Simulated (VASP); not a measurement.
# GaN (P6_3mc) in VASP: G0W0 quasiparticle levels with PBE

Aim: the G0W0 quasiparticle levels of GaN with PBE.

All numbers are computed with VASP 6.6.1; they aren't measurements. Logs are shortened: lines on timing, memory, paths and dates and some standing lists are left out, and cuts for length are marked.

### Step 1. The cell of the first run

It takes space group P6_3mc (No. 186, hexagonal). The conventional cell has a = 3.190 Å, b = 3.190 Å, c = 5.190 Å, α = 90.00°, β = 90.00°, γ = 120.00°. Within 2.6 Å of Ga (site symmetry 3m) lie 4 N at 1.95 to 1.96 Å. N (site symmetry 3m) has 4 Ga at 1.95 to 1.96 Å within 2.6 Å.

### Step 2. G0W0 quasiparticle levels, PBE

Input file POSCAR:

```
GaN
1.0
    3.1900000000      0.0000000000      0.0000000000
   -1.5950000000      2.7626210381      0.0000000000
    0.0000000000      0.0000000000      5.1900000000
Ga N
2 2
Direct
    0.3333333333      0.6666666667      0.0000000000
    0.6666666667      0.3333333333      0.5000000000
    0.3333333333      0.6666666667      0.3770000000
    0.6666666667      0.3333333333      0.8770000000
```

Input file INCAR.step1:

```
SYSTEM = GaN
ALGO = Normal
EDIFF = 1E-8
ENCUT = 500
GGA = PE
ISMEAR = 0
LASPH = .TRUE.
LCHARG = .FALSE.
LREAL = .FALSE.
LWAVE = .TRUE.
NELM = 100
PREC = Accurate
SIGMA = 0.01
```

Input file INCAR.step2:

```
SYSTEM = GaN
ALGO = Exact
EDIFF = 1E-8
ENCUT = 500
GGA = PE
ISMEAR = 0
ISTART = 1
LASPH = .TRUE.
LCHARG = .FALSE.
LOPTICS = .TRUE.
LREAL = .FALSE.
LWAVE = .TRUE.
NBANDS = 118
NELM = 1
PREC = Accurate
SIGMA = 0.01
```

Input file INCAR.step3:

```
SYSTEM = GaN
ALGO = EVGW0
EDIFF = 1E-8
ENCUT = 500
ENCUTGW = 120.0
GGA = PE
ISMEAR = 0
ISTART = 1
LASPH = .TRUE.
LCHARG = .FALSE.
LREAL = .FALSE.
LWAVE = .FALSE.
NBANDS = 118
NBANDSGW = 26
NELMGW = 1
NOMEGA = 48
PREC = Accurate
PRECFOCK = Fast
SIGMA = 0.01
```

Input file KPOINTS:

```
k-points
0
G
  4 4 3
  0 0 0
```

Potentials or basis: VASP PAW PBE potentials, release 64 (Ga_d_GW, N_GW).

On the command line:

```console
cat potpaw_PBE.64/Ga_d_GW/POTCAR potpaw_PBE.64/N_GW/POTCAR > POTCAR
cp INCAR.step1 INCAR
mpirun -np 1 vasp_std > vasp.out
cp INCAR.step2 INCAR
mpirun -np 1 vasp_std > vasp.out
cp INCAR.step3 INCAR
mpirun -np 1 vasp_std > vasp.out
```

OUTCAR:

```text
SYSTEM = GaN
   EDIFF = 1E-8
   ENCUT = 500
   ENCUTGW = 120.0
   GGA = PE
   ISMEAR = 0
   ISTART = 1
   LASPH = .TRUE.
   LREAL = .FALSE.
   NELMGW = 1
   PREC = Accurate
   PRECFOCK = Fast

 ion  position               nearest neighbor table
   1  0.333  0.667  0.000-   4 1.95   4 1.95   4 1.95   3 1.96
   2  0.667  0.333  0.500-   3 1.95   3 1.95   3 1.95   4 1.96
   3  0.333  0.667  0.377-   2 1.95   2 1.95   2 1.95   1 1.96
   4  0.667  0.333  0.877-   1 1.95   1 1.95   1 1.95   2 1.96

  LATTYP: Found a hexagonal cell.
 ALAT       =     3.1900000000
 C/A-ratio  =     1.6269592476

  Lattice vectors:

 A1 = (   3.1900000000,   0.0000000000,   0.0000000000)
 A2 = (  -1.5950000000,   2.7626210381,   0.0000000000)
 A3 = (   0.0000000000,   0.0000000000,   5.1900000000)

Analysis of symmetry for initial positions (statically):
=====================================================================
 Subroutine PRICEL returns:
 Original cell was already a primitive cell.

 Routine SETGRP: Setting up the symmetry group for a
 hexagonal supercell.

 Subroutine GETGRP returns: Found 12 space group operations
 (whereof  6 operations were pure point group operations)
 out of a pool of 24 trial point group operations.

The static configuration has the point symmetry C_3v.
 The point group associated with its full space group is C_6v.

Analysis of symmetry for dynamics (positions and initial velocities):
=====================================================================
 Subroutine PRICEL returns:
 Original cell was already a primitive cell.

 Routine SETGRP: Setting up the symmetry group for a
 hexagonal supercell.

 Subroutine GETGRP returns: Found 12 space group operations
 (whereof  6 operations were pure point group operations)
 out of a pool of 24 trial point group operations.

The dynamic configuration has the point symmetry C_3v.
 The point group associated with its full space group is C_6v.

 Subroutine INISYM returns: Found 12 space group operations
 (whereof  6 operations are pure point group operations),
 and found     1 'primitive' translations

----------------------------------------------------------------------------------------

                                     Primitive cell

  volume of cell :      45.7382

  direct lattice vectors                    reciprocal lattice vectors
     3.190000000  0.000000000  0.000000000     0.313479624  0.180987545  0.000000000
    -1.595000000  2.762621038  0.000000000     0.000000000  0.361975090  0.000000000
     0.000000000  0.000000000  5.190000000     0.000000000  0.000000000  0.192678227

  length of vectors
     3.190000000  3.190000000  5.190000000     0.361975090  0.361975090  0.192678227

  position of ions in fractional coordinates (direct lattice)
     0.333333333  0.666666667  0.000000000
     0.666666667  0.333333333  0.500000000
     0.333333333  0.666666667  0.377000000
     0.666666667  0.333333333  0.877000000

  ion indices of the primitive-cell ions
   primitive index   ion index
                 1           1
                 2           2
                 3           3
                 4           4

----------------------------------------------------------------------------------------

 KPOINTS: k-points

Automatic generation of k-mesh.
 Grid dimensions read from file:
 generate k-points for:    4    4    3

 Generating k-lattice:

  Cartesian coordinates                     Fractional coordinates (reciprocal lattice)
     0.078369906  0.045246886  0.000000000     0.250000000  0.000000000  0.000000000
     0.000000000  0.090493773  0.000000000     0.000000000  0.250000000  0.000000000
     0.000000000  0.000000000  0.064226076     0.000000000  0.000000000  0.333333333

  Length of vectors
     0.090493773  0.090493773  0.064226076

  Shift w.r.t. Gamma in fractional coordinates (k-lattice)
     0.000000000  0.000000000  0.000000000

 Subroutine IBZKPT returns following result:
 ===========================================

 Found      8 irreducible k-points:

 Following reciprocal coordinates:
            Coordinates               Weight
  0.000000  0.000000  0.000000      1.000000
  0.250000 -0.000000  0.000000      6.000000
  0.500000 -0.000000  0.000000      3.000000
  0.250000  0.250000  0.000000      6.000000
  0.000000  0.000000  0.333333      2.000000
  0.250000 -0.000000  0.333333     12.000000
  0.500000 -0.000000  0.333333      6.000000
  0.250000  0.250000  0.333333     12.000000
   k-points           NKPTS =      8   k-points in BZ     NKDIM =     48   number of bands    NBANDS=    118
   number of dos      NEDOS =    301   number of ions     NIONS =      4
   total plane-waves  NPLWV =  23040
   dimension x,y,z NGX =    24 NGY =   24 NGZ =   40
   dimension x,y,z NGXF=    48 NGYF=   48 NGZF=   80
   ions per type =               2   2
   NGX,Y,Z   is equivalent  to a cutoff of  12.51, 12.51, 12.81 a.u.
   NGXF,Y,Z  is equivalent  to a cutoff of  25.02, 25.02, 25.63 a.u.
 SYSTEM =  GaN
   PREC   = accura    normal or accurate (medium, high low for compatibility)
   ISTART =      1    job   : 0-new  1-cont  2-samecut
   ICHARG =      0    charge: 1-file 2-atom 10-const
   ISPIN  =      1    spin polarized calculation?
   LNONCOLLINEAR =      F non collinear calculations
   LSORBIT =      F    spin-orbit coupling
   LASPH  =      T    aspherical Exc in radial PAW
   ENCUT  =  500.0 eV  36.75 Ry    6.06 a.u.   5.82  5.82  9.46*2*pi/ulx,y,z
   NELM   =     60;   NELMIN=  2; NELMDL=  0     # of ELM steps
   EDIFF  = 0.1E-07   stopping-criterion for ELM
   LREAL  =      F    real-space projection
   EDIFFG = 0.1E-06   stopping-criterion for IOM
   NSW    =      0    number of steps for IOM
   IBRION =     -1    ionic relax: 0-MD 1-quasi-New 2-CG
   NFREE  =      0    steps in history (QN), initial steepest desc. (CG)
   ISIF   =      0    stress and relaxation
   ISYM   =      3    0-nonsym 1-usesym 2-fastsym
   POTIM  = 0.5000    time-step for ionic-motion
   TEBEG  =    0.0;   TEEND  =   0.0 temperature during run
   PSTRESS=    0.0 pullay stress
   NELECT =      36.0000    total number of electrons
   NUPDOWN=      -1.0000    fix difference up-down
   EMIN   =  10.00;   EMAX   =-10.00  energy-range for DOS
   EFERMI =   0.00;   METHOD = LEGACY
   ISMEAR =     0;   SIGMA  =   0.01  broadening in eV -4-tet -1-fermi 0-gaus
   EFERMI_NEDOS =   21; number of points for ismear=-14 and -15
   IALGO  =     38    algorithm
   IMIX   =      4    mixing-type and parameters
     AMIX     =   0.40;   BMIX     =  1.00
     AMIX_MAG =   1.60;   BMIX_MAG =  1.00
  volume/ion in A,a.u.               =      11.43        77.16
  Fermi-wavevector in a.u.,A,eV,Ry     =   1.511527  2.856372 31.085415  2.284714
  Thomas-Fermi vector in A             =   2.621572
   LORBIT       =      0    0 simple, 1 ext, 2 COOP (PROOUT), +10 PAW based schemes
   GGA     = PE    functional components
   LHFCALC =     T    Hartree Fock is set to
   PRECFOCK=fast      Normal, Fast or Accurate (Low or Medium for compatibility)
   ENCUT4O =  -1.0   cutoff for four orbital integrals eV
   NKREDX  =     1    reduce k-point grid by
   NKREDY  =     1    reduce k-point grid by
   NKREDZ  =     1    reduce k-point grid by
   AEXX    =    1.0000 exact exchange contribution
   HFSCREEN=    0.0000 screening length (either q_TF or 0.3 A-1)
   HFSCREENC=   0.0000 screening length for correlation (either q_TF or 0.3 A-1)
   ENCUTFOCK=  -1.0 apply spherical cutoff to Coloumb kernel
   IVDW    =     0    specifies the selected vdW correction
   LEPSILON=     F    determine dielectric tensor
   LRPA    =     F    only Hartree local field effects (RPA)
   LRPAFORCE           =     F    calculate RPA forces
   ENCUTGW             = 120.0    cutoff for response function in eV
   ENCUTGWSOFT         =  96.0    soft cutoff for Coulomb kernel in GW response function in eV
   ENCUTLF             =  -1.0    cutoff for local field effects
   NELMGW              =     1    number of iterations in solving QP/BSE equation
   NELMHF              =     1    number of iterations in the inner HF iteration
   NKREDLFX            =     1    NKREDLFY  =   1   NKREDLFZ  =   1
 non-spin polarized calculation
 Gauss-broadening in eV      SIGMA  =   0.01
  energy-cutoff  :      500.00
  volume of cell :       45.74
 maximum number of plane-waves:      1170
 NGX is ok and might be reduce to    24
  NGX = 14; NGY = 14; NGZ = 24
   NGX = 11   NGY = 11   NGZ = 19
 maximum number of plane-waves:       141
 NGX is ok and might be reduce to    14

 QP shifts <psi_nk| G(iteration)W_0 |psi_nk>: iteration 1
 for sc-GW calculations column KS-energies equals QP-energies in previous step
 and V_xc(KS)=  KS-energies - (<T + V_ion + V_H > + <T+V_H+V_ion>^1  + <V_x>^1)

 k-point   1 :       0.0000    0.0000    0.0000
  band No.  KS-energies  QP-energies   sigma(KS)   V_xc(KS)     V^pw_x(r,r')   Z            occupation Imag(sigma)

      1     -10.8258     -11.7821     -16.2929     -14.8557     -24.5846       0.6654       2.0000       1.1055
      2      -9.9371     -11.6755     -20.6578     -18.1483     -29.3869       0.6927       2.0000       0.7349
      3      -8.3634     -11.4329     -25.7337     -21.5038     -34.8348       0.7257       2.0000       0.2609
      4      -8.3476     -11.4079     -25.7368     -21.5168     -34.8395       0.7252       2.0000       0.2621
      5      -8.3476     -11.4079     -25.7368     -21.5168     -34.8395       0.7252       2.0000       0.2621
      6      -8.2871     -11.3788     -25.8248     -21.5787     -34.9173       0.7282       2.0000       0.2539
[... 18 lines left out ...]
     25      16.8093      17.7247     -10.9538     -12.1331      -5.5805       0.7762       0.0000      -0.1951
     26      16.8093      17.7247     -10.9538     -12.1331      -5.5805       0.7762       0.0000      -0.1951

 k-point   2 :       0.2500   -0.0000    0.0000
  band No.  KS-energies  QP-energies   sigma(KS)   V_xc(KS)     V^pw_x(r,r')   Z            occupation Imag(sigma)

      1     -10.3340     -11.5205     -17.7616     -16.0255     -26.1508       0.6834       2.0000       0.9953
      2      -9.8320     -11.7139     -21.3485     -18.6585     -30.1660       0.6996       2.0000       0.6834
      3      -8.3089     -11.3874     -25.7738     -21.5379     -34.8665       0.7268       2.0000       0.2581
      4      -8.2898     -11.3715     -25.8197     -21.5816     -34.9208       0.7271       2.0000       0.2571
      5      -8.2254     -11.3238     -25.7910     -21.5452     -34.8573       0.7298       2.0000       0.2520
      6      -8.1868     -11.3115     -25.9882     -21.7136     -35.1030       0.7310       2.0000       0.2504
[... 168 lines left out ...]
     25      16.4414      17.2575     -10.9831     -12.0346      -5.6908       0.7762       0.0000      -0.2010
     26      18.2398      19.2069     -11.9573     -13.2440      -5.9098       0.7516       0.0000      -0.3256

 k-point   8 :       0.2500    0.2500    0.3333
  band No.  KS-energies  QP-energies   sigma(KS)   V_xc(KS)     V^pw_x(r,r')   Z            occupation Imag(sigma)

      1      -9.8531     -11.6074     -20.7874     -18.2739     -29.5267       0.6980       2.0000       0.7379
      2      -9.7811     -11.6879     -21.4865     -18.7727     -30.3163       0.7027       2.0000       0.6767
      3      -8.2742     -11.3672     -25.7551     -21.5109     -34.8138       0.7288       2.0000       0.2499
      4      -8.2492     -11.3521     -25.8044     -21.5494     -34.8754       0.7292       2.0000       0.2483
      5      -8.2083     -11.3353     -25.8998     -21.6220     -34.9833       0.7310       2.0000       0.2437
      6      -8.1689     -11.3050     -25.9834     -21.6944     -35.0857       0.7312       2.0000       0.2448
[... 18 lines left out ...]
     25      17.0221      17.7465     -10.6989     -11.6325      -5.3167       0.7760       0.0000      -0.2281
     26      18.3721      19.1953     -10.8475     -11.9180      -5.0678       0.7690       0.0000      -0.3006
```

Run time: 7.9 min. Hardware: 1 thread of Intel Xeon 8259CL, shared host; peak memory 0.41 GiB.

Results:

```
Quasiparticle gap                                   : 3.03 eV
Least direct quasiparticle gap                      : 3.03 eV
Band gap of the starting levels on the mesh         : 1.90 eV
Least direct gap of the starting levels on the mesh : 1.90 eV
```

Caveat: the k points lie up to 0.57 Å⁻¹ apart; bands, screening cutoff and mesh are small and nothing is extrapolated, so the quasiparticle values aren't converged.
